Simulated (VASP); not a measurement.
Wanted: the native input for a VASP 6.6.1 run.

```yaml
Task: single point
Functional: LDA
Potentials_or_basis: VASP PAW LDA potentials, release 64 (Sc_sv, Ir_sv_GW)
Cutoff: 560 eV
k_mesh: 9 × 9 × 9
Occupations: fermi-dirac, width 0.1 eV
Spin: no spin polarisation
Dipole_correction: no
Further_INCAR_settings: ALGO = Normal; EDIFF = 1e-06; NBANDS = 21
```

The structure of ScIr lies in POSCAR:

```
ScIr
1.0
    3.1414124978      0.0000000000      0.0000000000
    0.0000000000      3.1414124978      0.0000000000
    0.0000000000      0.0000000000      3.1414124978
Sc Ir
1 1
Direct
    0.5000000000      0.5000000000      0.5000000000
    0.0000000000      0.0000000000      0.0000000000
```

These files were run (other wordings do the same):

INCAR

```
ALGO     = Normal         # electronic algorithm
EDIFF    = 1E-6           # SCF threshold, eV
ENCUT    = 560            # plane-wave cutoff, eV
GGA      = CA             # functional
GGA_COMPAT= False        
ISIF     = 2              # what is computed and relaxed
ISMEAR   = -1             # smearing method
LASPH    = True           # aspherical terms in the spheres
LCHARG   = True           # write CHGCAR
LELF     = True           # ELF
LREAL    = False          # projectors in reciprocal space
LVHAR    = True         
LWAVE    = False          # write WAVECAR
NBANDS   = 21             # bands
NELM     = 120            # most SCF steps
PREC     = Accurate       # precision mode
SIGMA    = 0.1            # smearing width, eV
```

KPOINTS

```
k-points
0
Gamma
  9 9 9
```

Potentials or basis: VASP PAW LDA potentials, release 64 (Sc_sv, Ir_sv_GW).

The run is started by

```sh
$ cat potpaw_LDA.64/Sc_sv/POTCAR potpaw_LDA.64/Ir_sv_GW/POTCAR > POTCAR
$ mpirun -np 1 vasp_std > vasp.out
```

It gave:

```
Pressure : 4.3 GPa
```

Caveat: the cell stands under pressure.

Run time: 14 s on 1 thread of Intel(R) Xeon(R) Platinum 8375C CPU @ 2.90GHz (Ice Lake), on a shared host, peak memory 0.15 GiB.
